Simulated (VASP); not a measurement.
# CoAu (R-3m) in VASP: a series of runs

CoAu is run at these levels: PBE; tasks: single point.

Everything below comes from runs of VASP 6.6.1. Logs are shortened: lines on timing, memory, paths and dates and some standing lists are left out, and cuts for length are marked.

## 1. The cell of the first run

Symmetry: R-3m, No. 166, trigonal system. The conventional cell has a = 2.706 Å, b = 2.706 Å, c = 13.258 Å, α = 90.00°, β = 90.00°, γ = 120.00°. Within 3.6 Å of Co (site symmetry -3m) lie 6 Co at 2.71 Å and 6 Au at 2.71 Å. Au (site symmetry -3m) has 6 Au at 2.71 Å and 6 Co at 2.71 Å within 3.6 Å.

## 2. Single point, PBE, collinear spin, ferromagnetic start

File INCAR:

```
SYSTEM = CoAu
  PREC = Accurate
  ENCUT = 520
  EDIFF = 1E-7
  ISMEAR = 0
  SIGMA = 0.1
  LREAL = .FALSE.
  LASPH = .TRUE.
  NELM = 150
  ALGO = Fast
  ISIF = 2
  LWAVE = .FALSE.
  LCHARG = .FALSE.
  ISPIN = 2
  MAGMOM = 2 0
  LORBIT = 11
  LMAXMIX = 4
  GGA = PE
  NBANDS = 21
```

File KPOINTS:

```
regular mesh
0
G
  6 6 6
  0 0 0
```

File POSCAR:

```
CoAu
1.0
   -1.9136121989     -1.9136121989     -3.8272243977
   -1.9136121989     -3.8272243977     -1.9136121989
   -3.8272243977     -1.9136121989     -1.9136121989
Co Au
1 1
Direct
    0.0000000000      0.0000000000      0.0000000000
    0.5000000000      0.5000000000      0.5000000000
```

Potentials or basis: VASP PAW PBE potentials, release 64 (Co, Au).

The run is started by

```console
> cat potpaw_PBE.64/Co/POTCAR potpaw_PBE.64/Au/POTCAR > POTCAR
> mpirun -np 1 vasp_std > vasp.out
```

OUTCAR:

```text
SYSTEM = CoAu
   PREC = Accurate
   ENCUT = 520
   EDIFF = 1E-7
   ISMEAR = 0
   LREAL = .FALSE.
   LASPH = .TRUE.
   NELM = 150
   ISIF = 2
   ISPIN = 2
   LORBIT = 11
   GGA = PE

 ion  position               nearest neighbor table
   1  0.000  0.000  0.000-   2 2.71   2 2.71   2 2.71   2 2.71   2 2.71   2 2.71
   2  0.500  0.500  0.500-   1 2.71   1 2.71   1 2.71   1 2.71   1 2.71   1 2.71

  LATTYP: Found a trigonal (rhomboedric) cell.
 ALAT       =     4.6873734528
 COS(alpha) =     0.8333333333

  Lattice vectors:

 A1 = (  -1.9136121989,  -1.9136121989,  -3.8272243977)
 A2 = (  -1.9136121989,  -3.8272243977,  -1.9136121989)
 A3 = (  -3.8272243977,  -1.9136121989,  -1.9136121989)

Analysis of symmetry for initial positions (statically):
=====================================================================
 Subroutine PRICEL returns:
 Original cell was already a primitive cell.

 Routine SETGRP: Setting up the symmetry group for a
 trigonal (rhombohedral) supercell.

 Subroutine GETGRP returns: Found 12 space group operations
 (whereof 12 operations were pure point group operations)
 out of a pool of 12 trial point group operations.

The static configuration has the point symmetry D_3d.

Analysis of symmetry for dynamics (positions and initial velocities):
=====================================================================
 Subroutine PRICEL returns:
 Original cell was already a primitive cell.

 Routine SETGRP: Setting up the symmetry group for a
 trigonal (rhombohedral) supercell.

 Subroutine GETGRP returns: Found 12 space group operations
 (whereof 12 operations were pure point group operations)
 out of a pool of 12 trial point group operations.

The dynamic configuration has the point symmetry D_3d.

Analysis of structural, dynamic, and magnetic symmetry:
=====================================================================
 Subroutine PRICEL returns:
 Original cell was already a primitive cell.

 Routine SETGRP: Setting up the symmetry group for a
 trigonal (rhombohedral) supercell.

 Subroutine GETGRP returns: Found 12 space group operations
 (whereof 12 operations were pure point group operations)
 out of a pool of 12 trial point group operations.

The overall configuration has the point symmetry D_3d.

 Subroutine INISYM returns: Found 12 space group operations
 (whereof 12 operations are pure point group operations),
 and found     1 'primitive' translations

----------------------------------------------------------------------------------------

                                     Primitive cell

  volume of cell :      28.0299

  direct lattice vectors                    reciprocal lattice vectors
    -1.913612199 -1.913612199 -3.827224398     0.130642980  0.130642980 -0.391928940
    -1.913612199 -3.827224398 -1.913612199     0.130642980 -0.391928940  0.130642980
    -3.827224398 -1.913612199 -1.913612199    -0.391928940  0.130642980  0.130642980

  length of vectors
     4.687373453  4.687373453  4.687373453     0.433293746  0.433293746  0.433293746

  position of ions in fractional coordinates (direct lattice)
     0.000000000  0.000000000  0.000000000
     0.500000000  0.500000000  0.500000000

  ion indices of the primitive-cell ions
   primitive index   ion index
                 1           1
                 2           2

----------------------------------------------------------------------------------------

 KPOINTS: regular mesh

Automatic generation of k-mesh.
 Grid dimensions read from file:
 generate k-points for:    6    6    6

 Generating k-lattice:

  Cartesian coordinates                     Fractional coordinates (reciprocal lattice)
     0.021773830  0.021773830 -0.065321490     0.166666667 -0.000000000 -0.000000000
     0.021773830 -0.065321490  0.021773830    -0.000000000  0.166666667 -0.000000000
    -0.065321490  0.021773830  0.021773830    -0.000000000 -0.000000000  0.166666667

  Length of vectors
     0.072215624  0.072215624  0.072215624

  Shift w.r.t. Gamma in fractional coordinates (k-lattice)
     0.000000000  0.000000000  0.000000000

 Subroutine IBZKPT returns following result:
 ===========================================

 Found     32 irreducible k-points:

 Following reciprocal coordinates:
            Coordinates               Weight
  0.000000  0.000000  0.000000      1.000000
  0.166667  0.000000  0.000000      6.000000
  0.333333  0.000000  0.000000      6.000000
  0.500000  0.000000  0.000000      3.000000
  0.166667  0.166667  0.000000      6.000000
  0.333333  0.166667  0.000000     12.000000
[... 16 lines left out ...]
  0.500000  0.500000  0.166667      6.000000
 -0.333333  0.500000  0.166667     12.000000
 [... further k-points ...]
   k-points           NKPTS =     32   k-points in BZ     NKDIM =     32   number of bands    NBANDS=     21
   number of dos      NEDOS =    301   number of ions     NIONS =      2
   total plane-waves  NPLWV =  46656
   dimension x,y,z NGX =    36 NGY =   36 NGZ =   36
   dimension x,y,z NGXF=    72 NGYF=   72 NGZF=   72
   ions per type =               1   1
   NGX,Y,Z   is equivalent  to a cutoff of  12.77, 12.77, 12.77 a.u.
   NGXF,Y,Z  is equivalent  to a cutoff of  25.54, 25.54, 25.54 a.u.
 SYSTEM =  CoAu
   PREC   = accura    normal or accurate (medium, high low for compatibility)
   ISTART =      0    job   : 0-new  1-cont  2-samecut
   ICHARG =      2    charge: 1-file 2-atom 10-const
   ISPIN  =      2    spin polarized calculation?
   LNONCOLLINEAR =      F non collinear calculations
   LSORBIT =      F    spin-orbit coupling
   LASPH  =      T    aspherical Exc in radial PAW
   ENCUT  =  520.0 eV  38.22 Ry    6.18 a.u.   8.72  8.72  8.72*2*pi/ulx,y,z
   NELM   =    150;   NELMIN=  2; NELMDL= -5     # of ELM steps
   EDIFF  = 0.1E-06   stopping-criterion for ELM
   LREAL  =      F    real-space projection
   EDIFFG = 0.1E-05   stopping-criterion for IOM
   NSW    =      0    number of steps for IOM
   IBRION =     -1    ionic relax: 0-MD 1-quasi-New 2-CG
   NFREE  =      0    steps in history (QN), initial steepest desc. (CG)
   ISIF   =      2    stress and relaxation
   ISYM   =      2    0-nonsym 1-usesym 2-fastsym
   POTIM  = 0.5000    time-step for ionic-motion
   TEBEG  =    0.0;   TEEND  =   0.0 temperature during run
   PSTRESS=    0.0 pullay stress
   NELECT =      20.0000    total number of electrons
   NUPDOWN=      -1.0000    fix difference up-down
   EMIN   =  10.00;   EMAX   =-10.00  energy-range for DOS
   EFERMI =   0.00;   METHOD = LEGACY
   ISMEAR =     0;   SIGMA  =   0.10  broadening in eV -4-tet -1-fermi 0-gaus
   EFERMI_NEDOS =   21; number of points for ismear=-14 and -15
   IALGO  =     68    algorithm
   IMIX   =      4    mixing-type and parameters
     AMIX     =   0.40;   BMIX     =  1.00
     AMIX_MAG =   1.60;   BMIX_MAG =  1.00
  volume/ion in A,a.u.               =      14.01        94.58
  Fermi-wavevector in a.u.,A,eV,Ry     =   1.462887  2.764456 29.117006  2.140040
  Thomas-Fermi vector in A             =   2.579048
   LORBIT       =     11    0 simple, 1 ext, 2 COOP (PROOUT), +10 PAW based schemes
   GGA     = PE    functional components
   LHFCALC =     F    Hartree Fock is set to
   AEXX    =    0.0000 exact exchange contribution
   IVDW    =     0    specifies the selected vdW correction
   LEPSILON=     F    determine dielectric tensor
   LRPA    =     F    only Hartree local field effects (RPA)
 spin polarized calculation
 RMM-DIIS sequential band-by-band and
 Gauss-broadening in eV      SIGMA  =   0.10
  energy-cutoff  :      520.00
  volume of cell :       28.03
 maximum number of plane-waves:       767
   NGX = 17   NGY = 17   NGZ = 17

 number of electron      20.0000000 magnetization       1.4454561

 Free energy of the ion-electron system (eV)
  ---------------------------------------------------
  ext. energy  EPLUGINS =         0.00000000
  ---------------------------------------------------
  free energy    TOTEN  =        -9.55631594 eV

  energy without entropy =       -9.54630214  energy(sigma->0) =       -9.55130904

 E-fermi :  10.1405     XC(G=0): -12.9669

 val. band max:       10.1111559080   @ k =   0.5000   0.1667   0.1667
 cond. band min:      10.1563994057   @ k =  -0.3333  -0.3333   0.1667
 fundamental gap:      0.0452434977
 Fermi energy:        10.1404796156

 spin component 1

 k-point     1 :       0.0000    0.0000    0.0000
  band No.  band energies     occupation
      1      -0.1306      1.00000
      2       2.8585      1.00000
      3       4.7418      1.00000
      4       4.7418      1.00000
      5       6.4798      1.00000
      6       6.4798      1.00000
[... 13 lines left out ...]
     20      32.5902      0.00000
     21      34.7146      0.00000
[... 529 lines left out ...]
 k-point    24 :      -0.3333    0.5000    0.1667
  band No.  band energies     occupation
      1       2.9032      1.00000
      2       3.3505      1.00000
      3       4.7046      1.00000
      4       5.3657      1.00000
      5       5.7581      1.00000
      6       7.4732      1.00000
[... 13 lines left out ...]
     20      29.2307      0.00000
     21      33.4991      0.00000

 [... further k-points ...]

 spin component 2

 k-point     1 :       0.0000    0.0000    0.0000
  band No.  band energies     occupation
      1      -0.1895      1.00000
      2       2.8295      1.00000
      3       4.7147      1.00000
      4       4.7147      1.00000
      5       6.6527      1.00000
      6       6.6527      1.00000
[... 13 lines left out ...]
     20      32.4121      0.00000
     21      34.8240      0.00000
[... 529 lines left out ...]
 k-point    24 :      -0.3333    0.5000    0.1667
  band No.  band energies     occupation
      1       2.8930      1.00000
      2       3.3844      1.00000
      3       4.9644      1.00000
      4       5.4506      1.00000
      5       5.7359      1.00000
      6       8.5564      1.00000
[... 13 lines left out ...]
     20      29.2818      0.00000
     21      33.5894      0.00000

 [... further k-points ...]
[... 5 lines left out ...]
  --------------------------------------------------------------------------------------
  -------------------------------------------------------------------------------------
  Total        1.5243857      1.5243857      1.5243857     -0.2986449     -0.2986449     -0.2986449
  in kB       87.1331996     87.1331996     87.1331996    -17.0704098    -17.0704098    -17.0704098
  external PRESSURE =      87.1331996 kB  Pullay stress =       0.0000000 kB

 VOLUME and BASIS-vectors are now :
 -----------------------------------------------------------------------------
  energy-cutoff  :      520.00
  volume of cell :       28.03
      direct lattice vectors                 reciprocal lattice vectors
    -1.913612199 -1.913612199 -3.827224398     0.130642980  0.130642980 -0.391928940
    -1.913612199 -3.827224398 -1.913612199     0.130642980 -0.391928940  0.130642980
    -3.827224398 -1.913612199 -1.913612199    -0.391928940  0.130642980  0.130642980

 POSITION                                       TOTAL-FORCE (eV/Angst)
 -----------------------------------------------------------------------------------
      0.00000      0.00000      0.00000        -0.000000      0.000000      0.000000
     -3.82722     -3.82722     -3.82722         0.000000     -0.000000     -0.000000
 -----------------------------------------------------------------------------------
    total drift:                               -0.000000     -0.000000     -0.000000

  FREE ENERGIE OF THE ION-ELECTRON SYSTEM (eV)
  ---------------------------------------------------
  free  energy   TOTEN  =        -9.5563159426 eV

  energy  without entropy=       -9.5463021369  energy(sigma->0) =       -9.55130904

 total charge

# of ion       s       p       d       tot
------------------------------------------
    1        0.383   0.364   7.252   7.999
    2        0.625   0.516   8.710   9.850
--------------------------------------------------
tot          1.008   0.880  15.962  17.850

 magnetization (x)

# of ion       s       p       d       tot
------------------------------------------
    1       -0.011  -0.029   1.618   1.578
    2       -0.018  -0.039  -0.008  -0.064
--------------------------------------------------
tot         -0.029  -0.068   1.610   1.514
```

It took 48 s on 1 thread of Intel Xeon 6975P-C (Granite Rapids), shared host; peak memory 0.26 GiB.

What came out:

| Quantity | Value |
| --- | --- |
| Free energy | -9.5563 eV |
| Pressure | 8.7 GPa |
| Net moment | 1.45 μB per cell |
| Site moments | Co +1.58; Au -0.06 μB |
| Valence electrons inside the program's atomic spheres | Co 8.00; Au 9.85 |

Levels at points of the mesh, in eV from the Fermi level:
Spin up:
| k point | band 8 | band 9 | band 10 | band 11 | band 12 | band 13 | band 14 | band 15 |
| --- | --- | --- | --- | --- | --- | --- | --- | --- |
| (0.00, 0.00, 0.00) | -1.92 | -1.92 | -1.31 | -1.31 | -1.04 | 4.38 | 15.11 | 17.74 |
| (0.50, 0.00, 0.00) | -1.98 | -1.84 | -0.88 | 1.13 | 1.87 | 6.16 | 7.15 | 11.21 |
| (0.50, 0.50, 0.00) | -1.26 | -1.00 | -0.93 | -0.86 | 1.32 | 4.14 | 7.74 | 11.32 |
| (0.50, 0.50, 0.50) | -2.76 | -2.17 | -2.17 | -1.70 | -1.70 | 11.20 | 13.44 | 15.57 |
Spin down:
| k point | band 7 | band 8 | band 9 | band 10 | band 11 | band 12 |
| --- | --- | --- | --- | --- | --- | --- |
| (0.00, 0.00, 0.00) | -2.02 | -1.09 | -0.52 | -0.52 | 0.44 | 0.44 |
| (0.50, 0.00, 0.00) | -1.89 | -1.42 | -0.18 | 0.76 | 1.81 | 2.04 |
| (0.50, 0.50, 0.00) | -1.10 | -0.27 | 0.37 | 0.40 | 0.77 | 1.26 |
| (0.50, 0.50, 0.50) | -3.27 | -1.64 | -0.72 | -0.72 | 0.17 | 0.17 |

Caveat: the k points lie up to 0.45 Å⁻¹ apart; spin-orbit coupling is left out, which moves the levels of the heavy elements.

(Continued in part 2 of 2.)
